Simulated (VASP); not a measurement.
The system is KF.

```
CELL_PARAMETERS angstrom
0.00000 2.71693 2.65896
2.71693 0.00000 2.65896
2.71693 2.71693 0.00000
ATOMIC_POSITIONS crystal
K 0.00000 0.00000 0.00000
F 0.50000 0.50000 0.50000
```

This cell differs from its parent crystal: biaxial xy strain +2.2%.

Base run:

| Item | Value |
| --- | --- |
| Program | VASP 6.6.1 |
| Functional | PBE |
| Potentials or basis | VASP PAW PBE potentials, release 64 (K_sv, F) |
| Cutoff | 520 eV |
| k mesh | 8 × 8 × 8 |
| Occupations | fermi-dirac, width 0.02 eV |
| Spin | no spin polarisation |

Its results: band gap on the k mesh 6.00 eV; pressure 0.5 GPa.

The run is repeated on the same cell with these changes: functional from PBE to r2SCAN; occupations from fermi-dirac, width 0.02 eV to gaussian, width 0.01 eV. What comes out?

Band gap on the k mesh 6.66 eV; pressure -1.4 GPa.

Caveats: the PAW data sets were made with another functional, which shifts forces and pressure a little (at least some runs).

A k mesh can miss the band edges.
